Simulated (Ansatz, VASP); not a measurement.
## Zr2OsO6 in VASP and in Ansatz

```
Zr Os O
1.0
     0.00000    3.65394    3.65394
     3.65394    0.00000    3.65394
     3.65394    3.65394    0.00000
Zr Os O
2 1 6
Direct
  0.25000 0.25000 0.25000
  0.75000 0.75000 0.75000
  0.00000 0.00000 0.00000
  0.74054 0.25946 0.25946
  0.25946 0.74054 0.74054
  0.25946 0.74054 0.25946
  0.74054 0.25946 0.74054
  0.25946 0.25946 0.74054
  0.74054 0.74054 0.25946
```

Change from the starting cell: ordered vacancies on the cation sites of perovskite (Fm-3m, No. 225).

Alike in both runs: functional PBE; k mesh 4 × 4 × 4; occupations gaussian, width 0.1 eV; collinear spin.

Ansatz relaxed the structure, and its values are those at the end. VASP's run is a single point on that final structure, the one shown.

|  | VASP | Ansatz |
| --- | --- | --- |
| version | VASP 6.6.1 | Ansatz 0.2.0 |
| potentials or method | VASP PAW PBE potentials, release 64 (Zr_sv, Os, O), cutoff 520 eV | scalar-relativistic, plane waves, PAW |
| valence electrons in the cell | 68 | 76 |

Ansatz gave:

```
gap on the k mesh at the Fermi level (eV)                     : none
pressure (GPa)                                                : 0.0
rms of the force components (eV/Å)                            : 0.000
net moment per atom (μB)                                      : 0.01
size of the moment on the site where the two differ most (μB) : 0.05
```

Q: What did VASP give for the same quantities?

A: gap on the k mesh at the Fermi level (eV): none; pressure (GPa): 2.5; rms of the force components (eV/Å): 0.188; net moment per atom (μB): 0.01; size of the moment on the site where the two differ most (μB): 0.08.

Site moments also hang on the region over which each program counts them. A gap of «none» marks a metal or a gap that the smearing closes. One of these differences is far larger than is usual between the two programs; its cause wasn't traced. With one functional, cell and mesh, what is left measures potentials, basis and numerics. VASP's potentials hold 68 valence electrons a cell and Ansatz's 76, so a difference there can come from the potentials and not from the codes. Ansatz's warnings: seeded moment not kept.

The k mesh is coarse, so the values compare programs but aren't converged. Neither program's run includes spin-orbit coupling.
